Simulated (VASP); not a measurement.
# Hf (Pm-3m) in VASP: notebook

Hf is run at these levels: PBEsol; tasks: single point.

Program: VASP 6.6.1. These are calculated values, not measurements. Logs are shortened: lines on timing, memory, paths and dates and some standing lists are left out, and cuts for length are marked.

## (1) The cell of the first run

Symmetry: Pm-3m, No. 221, cubic system. The conventional cell has a = 2.576 Å, b = 2.576 Å, c = 2.576 Å, α = 90.00°, β = 90.00°, γ = 90.00°. Within 3.4 Å of Hf (site symmetry m-3m) lie 6 Hf at 2.58 Å.

## (2) Single point, PBEsol

INCAR reads:

```
PREC = Accurate
ENCUT = 520
EDIFF = 1E-6
ISMEAR = 0
SIGMA = 0.05
LREAL = False
LASPH = True
NELM = 80
ALGO = Normal
ISIF = 2
LWAVE = False
LCHARG = False
GGA = PS
NBANDS = 11
```

KPOINTS reads:

```
Automatic mesh
0
Gamma
  16 16 16
```

POSCAR reads:

```
Hf
1.0
    2.5763317545      0.0000000000      0.0000000000
    0.0000000000      2.5763317545      0.0000000000
    0.0000000000      0.0000000000      2.5763317545
Hf
1
Direct
    0.0000000000      0.0000000000      0.0000000000
```

Potentials or basis: VASP PAW PBE potentials, release 64 (Hf_pv).

Launch:

```sh
$ cat potpaw_PBE.64/Hf_pv/POTCAR > POTCAR
$ mpirun -np 1 vasp_std > vasp.out
```

OUTCAR:

```text
PREC = Accurate
   ENCUT = 520
   EDIFF = 1E-6
   ISMEAR = 0
   LREAL = False
   LASPH = True
   NELM = 80
   ISIF = 2
   GGA = PS

 ion  position               nearest neighbor table
   1  0.000  0.000  0.000-

  LATTYP: Found a simple cubic cell.
 ALAT       =     2.5763317545

  Lattice vectors:

 A1 = (   2.5763317545,   0.0000000000,   0.0000000000)
 A2 = (   0.0000000000,   2.5763317545,   0.0000000000)
 A3 = (   0.0000000000,   0.0000000000,   2.5763317545)

Analysis of symmetry for initial positions (statically):
=====================================================================
 Subroutine PRICEL returns:
 Original cell was already a primitive cell.

 Routine SETGRP: Setting up the symmetry group for a
 simple cubic supercell.

 Subroutine GETGRP returns: Found 48 space group operations
 (whereof 48 operations were pure point group operations)
 out of a pool of 48 trial point group operations.

The static configuration has the point symmetry O_h .

Analysis of symmetry for dynamics (positions and initial velocities):
=====================================================================
 Subroutine PRICEL returns:
 Original cell was already a primitive cell.

 Routine SETGRP: Setting up the symmetry group for a
 simple cubic supercell.

 Subroutine GETGRP returns: Found 48 space group operations
 (whereof 48 operations were pure point group operations)
 out of a pool of 48 trial point group operations.

The dynamic configuration has the point symmetry O_h .

 Subroutine INISYM returns: Found 48 space group operations
 (whereof 48 operations are pure point group operations),
 and found     1 'primitive' translations

----------------------------------------------------------------------------------------

                                     Primitive cell

  volume of cell :      17.1004

  direct lattice vectors                    reciprocal lattice vectors
     2.576331754  0.000000000  0.000000000     0.388148769  0.000000000  0.000000000
     0.000000000  2.576331754  0.000000000     0.000000000  0.388148769  0.000000000
     0.000000000  0.000000000  2.576331754     0.000000000  0.000000000  0.388148769

  length of vectors
     2.576331754  2.576331754  2.576331754     0.388148769  0.388148769  0.388148769

  position of ions in fractional coordinates (direct lattice)
     0.000000000  0.000000000  0.000000000

  ion indices of the primitive-cell ions
   primitive index   ion index
                 1           1

----------------------------------------------------------------------------------------

 KPOINTS: Automatic mesh

Automatic generation of k-mesh.
 Grid dimensions read from file:
 generate k-points for:   16   16   16

 Generating k-lattice:

  Cartesian coordinates                     Fractional coordinates (reciprocal lattice)
     0.024259298  0.000000000  0.000000000     0.062500000  0.000000000  0.000000000
     0.000000000  0.024259298  0.000000000     0.000000000  0.062500000  0.000000000
     0.000000000  0.000000000  0.024259298     0.000000000  0.000000000  0.062500000

  Length of vectors
     0.024259298  0.024259298  0.024259298

  Shift w.r.t. Gamma in fractional coordinates (k-lattice)
     0.000000000  0.000000000  0.000000000

 Subroutine IBZKPT returns following result:
 ===========================================

 Found    165 irreducible k-points:

 Following reciprocal coordinates:
            Coordinates               Weight
  0.000000  0.000000  0.000000      1.000000
  0.062500  0.000000  0.000000      6.000000
  0.125000  0.000000  0.000000      6.000000
  0.187500  0.000000  0.000000      6.000000
  0.250000  0.000000  0.000000      6.000000
  0.312500  0.000000  0.000000      6.000000
[... 16 lines left out ...]
  0.437500  0.125000  0.000000     24.000000
  0.500000  0.125000  0.000000     12.000000
 [... further k-points ...]
   k-points           NKPTS =    165   k-points in BZ     NKDIM =    165   number of bands    NBANDS=     11
   number of dos      NEDOS =    301   number of ions     NIONS =      1
   total plane-waves  NPLWV =   8000
   dimension x,y,z NGX =    20 NGY =   20 NGZ =   20
   dimension x,y,z NGXF=    40 NGYF=   40 NGZF=   40
   ions per type =               1
   NGX,Y,Z   is equivalent  to a cutoff of  12.91, 12.91, 12.91 a.u.
   NGXF,Y,Z  is equivalent  to a cutoff of  25.81, 25.81, 25.81 a.u.
 SYSTEM =  unknown system
   PREC   = accura    normal or accurate (medium, high low for compatibility)
   ISTART =      0    job   : 0-new  1-cont  2-samecut
   ICHARG =      2    charge: 1-file 2-atom 10-const
   ISPIN  =      1    spin polarized calculation?
   LNONCOLLINEAR =      F non collinear calculations
   LSORBIT =      F    spin-orbit coupling
   LASPH  =      T    aspherical Exc in radial PAW
   ENCUT  =  520.0 eV  38.22 Ry    6.18 a.u.   4.79  4.79  4.79*2*pi/ulx,y,z
   NELM   =     80;   NELMIN=  2; NELMDL= -5     # of ELM steps
   EDIFF  = 0.1E-05   stopping-criterion for ELM
   LREAL  =      F    real-space projection
   EDIFFG = 0.1E-04   stopping-criterion for IOM
   NSW    =      0    number of steps for IOM
   IBRION =     -1    ionic relax: 0-MD 1-quasi-New 2-CG
   NFREE  =      0    steps in history (QN), initial steepest desc. (CG)
   ISIF   =      2    stress and relaxation
   ISYM   =      2    0-nonsym 1-usesym 2-fastsym
   POTIM  = 0.5000    time-step for ionic-motion
   TEBEG  =    0.0;   TEEND  =   0.0 temperature during run
   PSTRESS=    0.0 pullay stress
   NELECT =      10.0000    total number of electrons
   NUPDOWN=      -1.0000    fix difference up-down
   EMIN   =  10.00;   EMAX   =-10.00  energy-range for DOS
   EFERMI =   0.00;   METHOD = LEGACY
   ISMEAR =     0;   SIGMA  =   0.05  broadening in eV -4-tet -1-fermi 0-gaus
   EFERMI_NEDOS =   21; number of points for ismear=-14 and -15
   IALGO  =     38    algorithm
   IMIX   =      4    mixing-type and parameters
     AMIX     =   0.40;   BMIX     =  1.00
     AMIX_MAG =   1.60;   BMIX_MAG =  1.00
  volume/ion in A,a.u.               =      17.10       115.40
  Fermi-wavevector in a.u.,A,eV,Ry     =   1.369009  2.587052 25.499852  1.874186
  Thomas-Fermi vector in A             =   2.494923
   LORBIT       =      0    0 simple, 1 ext, 2 COOP (PROOUT), +10 PAW based schemes
   GGA     = PS    functional components
   LHFCALC =     F    Hartree Fock is set to
   AEXX    =    0.0000 exact exchange contribution
   IVDW    =     0    specifies the selected vdW correction
   LEPSILON=     F    determine dielectric tensor
   LRPA    =     F    only Hartree local field effects (RPA)
 non-spin polarized calculation
 Gauss-broadening in eV      SIGMA  =   0.05
  energy-cutoff  :      520.00
  volume of cell :       17.10
 maximum number of plane-waves:       480
 NGX is ok and might be reduce to    20
   NGX =  9   NGY =  9   NGZ =  9

 number of electron      10.0000002 magnetization

 Free energy of the ion-electron system (eV)
  ---------------------------------------------------
  ext. energy  EPLUGINS =         0.00000000
  ---------------------------------------------------
  free energy    TOTEN  =        -8.74024091 eV

  energy without entropy =       -8.73968784  energy(sigma->0) =       -8.73996438

 E-fermi :   6.2695     XC(G=0): -12.5916

 val. band max:        6.2252511943   @ k =   0.5000   0.3125   0.1250
 cond. band min:       6.2797769013   @ k =   0.1875   0.1875   0.0000
 fundamental gap:      0.0545257071
 Fermi energy:         6.2695352385

 k-point     1 :       0.0000    0.0000    0.0000
  band No.  band energies     occupation
      1     -22.4548      2.00000
      2     -22.4548      2.00000
      3     -22.4548      2.00000
      4      -1.1762      2.00000
      5       3.7105      2.00000
      6       3.7105      2.00000
      7      15.7605      0.00000
      8      15.7605      0.00000
      9      15.7605      0.00000
     10      20.3461      0.00000
     11      23.0289      0.00000

 k-point     2 :       0.0625    0.0000    0.0000
  band No.  band energies     occupation
      1     -22.5734      2.00000
      2     -22.4451      2.00000
      3     -22.4451      2.00000
      4      -1.0162      2.00000
      5       3.7556      2.00000
      6       3.9010      2.00000
      7      15.3638      0.00000
      8      15.3638      0.00000
      9      15.7844      0.00000
     10      20.3423      0.00000
     11      22.2929      0.00000

 k-point     3 :       0.1250    0.0000    0.0000
  band No.  band energies     occupation
      1     -22.9011      2.00000
      2     -22.4174      2.00000
      3     -22.4174      2.00000
      4      -0.5779      2.00000
      5       3.8866      2.00000
      6       4.4607      2.00000
      7      14.4214      0.00000
      8      14.4214      0.00000
      9      15.8532      0.00000
     10      20.2981      0.00000
     11      20.8488      0.00000

 k-point     4 :       0.1875    0.0000    0.0000
  band No.  band energies     occupation
      1     -23.3663      2.00000
      2     -22.3756      2.00000
      3     -22.3756      2.00000
      4       0.0438      2.00000
      5       4.0908      2.00000
      6       5.3243      2.00000
      7      13.3069      0.00000
      8      13.3069      0.00000
      9      15.9579      0.00000
     10      19.2978      0.00000
     11      20.3864      0.00000

 k-point     5 :       0.2500    0.0000    0.0000
  band No.  band energies     occupation
      1     -23.8817      2.00000
      2     -22.3258      2.00000
      3     -22.3258      2.00000
      4       0.7586      2.00000
      5       4.3458      2.00000
      6       6.3056      0.30760
      7      12.2416      0.00000
      8      12.2416      0.00000
      9      16.0844      0.00000
     10      18.2771      0.00000
     11      20.3733      0.00000

 k-point     6 :       0.3125    0.0000    0.0000
  band No.  band energies     occupation
      1     -24.3666      2.00000
      2     -22.2755      2.00000
      3     -22.2755      2.00000
      4       1.5041      2.00000
      5       4.6184      2.00000
      6       7.0763      0.00000
      7      11.3382      0.00000
      8      11.3382      0.00000
      9      16.2141      0.00000
     10      18.0176      0.00000
     11      20.3725      0.00000

 k-point     7 :       0.3750    0.0000    0.0000
  band No.  band energies     occupation
      1     -24.7570      2.00000
      2     -22.2325      2.00000
      3     -22.2325      2.00000
      4       2.2184      2.00000
      5       4.8658      2.00000
      6       7.3616      0.00000
      7      10.6586      0.00000
      8      10.6586      0.00000
      9      16.3270      0.00000
     10      18.7227      0.00000
     11      20.3797      0.00000

 k-point     8 :       0.4375    0.0000    0.0000
  band No.  band energies     occupation
      1     -25.0084      2.00000
      2     -22.2035      2.00000
      3     -22.2035      2.00000
      4       2.7875      2.00000
      5       5.0407      2.00000
      6       7.2620      0.00000
      7      10.2382      0.00000
      8      10.2382      0.00000
      9      16.4039      0.00000
     10      20.0035      0.00000
     11      20.4662      0.00000
[... 141 lines left out ...]
 k-point    19 :       0.1875    0.1250    0.0000
  band No.  band energies     occupation
      1     -23.3227      2.00000
      2     -22.8085      2.00000
      3     -22.3389      2.00000
      4       0.6359      2.00000
      5       4.6298      2.00000
      6       5.6655      2.00000
      7      11.8431      0.00000
      8      13.3696      0.00000
      9      14.8162      0.00000
     10      20.2695      0.00000
     11      20.6935      0.00000

 k-point    20 :       0.2500    0.1250    0.0000
  band No.  band energies     occupation
      1     -23.8321      2.00000
      2     -22.7538      2.00000
      3     -22.2896      2.00000
      4       1.3321      2.00000
      5       4.8994      2.00000
      6       6.5265      0.00000
      7      10.9698      0.00000
      8      12.3597      0.00000
      9      14.9383      0.00000
     10      19.3774      0.00000
     11      20.3834      0.00000

 k-point    21 :       0.3125    0.1250    0.0000
  band No.  band energies     occupation
      1     -24.3124      2.00000
      2     -22.6978      2.00000
      3     -22.2398      2.00000
      4       2.0580      2.00000
      5       5.1721      2.00000
      6       6.9293      0.00000
      7      10.6681      0.00000
      8      11.4795      0.00000
      9      15.0886      0.00000
     10      18.8074      0.00000
     11      20.3743      0.00000

 k-point    22 :       0.3750    0.1250    0.0000
  band No.  band energies     occupation
      1     -24.6995      2.00000
      2     -22.6496      2.00000
      3     -22.1972      2.00000
      4       2.7741      2.00000
      5       5.4187      2.00000
      6       6.6559      0.00000
      7      10.8111      0.00000
      8      10.8278      0.00000
      9      15.2252      0.00000
     10      19.1102      0.00000
     11      20.3801      0.00000

 k-point    23 :       0.4375    0.1250    0.0000
  band No.  band energies     occupation
      1     -24.9490      2.00000
      2     -22.6171      2.00000
      3     -22.1685      2.00000
      4       3.3961      2.00000
      5       5.6002      2.00000
      6       6.1421      1.99969
      7      10.3961      0.00000
      8      10.9475      0.00000
      9      15.3202      0.00000
     10      20.0559      0.00000
     11      20.4607      0.00000

 k-point    24 :       0.5000    0.1250    0.0000
  band No.  band energies     occupation
      1     -25.0350      2.00000
      2     -22.6057      2.00000
      3     -22.1584      2.00000
      4       3.6840      2.00000
      5       5.6874      2.00000
      6       5.8524      2.00000
      7      10.2555      0.00000
      8      10.9639      0.00000
      9      15.3541      0.00000
     10      20.2966      0.00000
     11      20.9114      0.00000

 [... further k-points ...]
[... 5 lines left out ...]
  --------------------------------------------------------------------------------------
  -------------------------------------------------------------------------------------
  Total        4.7215726      4.7215726      4.7215726      0.0000000      0.0000000     -0.0000000
  in kB      442.3763462    442.3763462    442.3763462      0.0000000      0.0000000     -0.0000000
  external PRESSURE =     442.3763462 kB  Pullay stress =       0.0000000 kB

 VOLUME and BASIS-vectors are now :
 -----------------------------------------------------------------------------
  energy-cutoff  :      520.00
  volume of cell :       17.10
      direct lattice vectors                 reciprocal lattice vectors
     2.576331754  0.000000000  0.000000000     0.388148769  0.000000000  0.000000000
     0.000000000  2.576331754  0.000000000     0.000000000  0.388148769  0.000000000
     0.000000000  0.000000000  2.576331754     0.000000000  0.000000000  0.388148769

 POSITION                                       TOTAL-FORCE (eV/Angst)
 -----------------------------------------------------------------------------------
      0.00000      0.00000      0.00000         0.000000      0.000000      0.000000
 -----------------------------------------------------------------------------------
    total drift:                               -0.000000      0.000000     -0.000000

  FREE ENERGIE OF THE ION-ELECTRON SYSTEM (eV)
  ---------------------------------------------------
  free  energy   TOTEN  =        -8.7402409128 eV

  energy  without entropy=       -8.7396878382  energy(sigma->0) =       -8.73996438
```

Wall time 34 s (1 thread of AMD EPYC 7R13, shared host); peak memory 0.12 GiB.

What came out:

| Property | Result |
| --- | --- |
| Free energy | -8.7402 eV |
| Pressure | 44.2 GPa |
| Band gap on the k mesh | zero (band 5 reaches 7.50 eV, above the bottom of band 6 at 3.57 eV) |

Caveat: the PAW data sets were made with another functional, which shifts forces and pressure a little; spin-orbit coupling is left out, which moves the levels of the heavy elements.

(Part 1 of 2 ends here.)
